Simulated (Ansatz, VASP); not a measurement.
# Al2H: VASP beside Ansatz

File INCAR:

```
SYSTEM = Al2H
ALGO = Normal ; EDIFF = 1E-7
EDIFFG = -0.08 ; ENCUT = 500
GGA = PE ; GGA_COMPAT = .FALSE.
IBRION = 2 ; ISIF = 3
ISMEAR = 0 ; LASPH = .TRUE.
LCHARG = .FALSE. ; LREAL = .FALSE.
LWAVE = .FALSE. ; NELM = 120
NELMIN = 4 ; NSW = 36
PREC = Accurate ; SIGMA = 0.2
```

The input KPOINTS:

```
k-points
0
G
  6 6 6
  0 0 0
```

File POSCAR:

```
Al2H
1.0
    0.0000000000      2.6411161900      2.6411161900
    2.6411161900      0.0000000000      2.6411161900
    2.6411161900      2.6411161900      0.0000000000
Al H
2 1
Direct
    0.2500000000      0.2500000000      0.2500000000
    0.7500000000      0.7500000000      0.7500000000
    0.0000000000      0.0000000000      0.0000000000
```

Input for Ansatz:

```yaml
crystal:
  lattice:
    - [0.0, 2.64111619, 2.64111619]
    - [2.64111619, 0.0, 2.64111619]
    - [2.64111619, 2.64111619, 0.0]
  atoms:
    - { symbol: Al, position: [0.25, 0.25, 0.25] }
    - { symbol: Al, position: [0.75, 0.75, 0.75] }
    - { symbol: H, position: [0.0, 0.0, 0.0] }
basis:
  ecutwfc: 420
kpoints:
  mp_grid: { grid: [6, 6, 6] }
hamiltonian:
  xc: pbe
scf:
  occupations: { method: gaussian, width: 0.2 }
  lower_state_search: "off"
output:
  forces: true
  stress: true
  eigenvalues: true
relax:
  adjacent_minimum: "off"
  f_tol: 0.08
  max_steps: 16
  cell: { stress_tol: 0.8 }
```

Change from the starting cell: species swapped into the CoSi2 type (Fm-3m, No. 225).

Alike in both runs: task relaxation of cell and atoms; functional PBE; k mesh 6 × 6 × 6; occupations gaussian, width 0.2 eV; no spin polarisation.

```csv
,VASP,Ansatz
version,VASP 6.6.1,Ansatz 0.2.0
potentials or method,"VASP PAW PBE potentials, release 64 (Al, H), cutoff 500 eV","scalar-relativistic, plane waves, PAW"
valence electrons in the cell,7,7
```

|  | VASP | Ansatz | Ansatz less VASP |
| --- | --- | --- | --- |
| gap on the k mesh at the Fermi level, each at its own relaxed structure (eV) | none | none | - |
| relaxed volume (Å³/atom) | 13.86 | 13.78 | -0.084 |
| relaxed length of the cell vector where the two differ most in proportion (Å) | 3.889 | 3.881 | -0.0078 |

A gap of «none» marks a metal or a gap that the smearing closes.
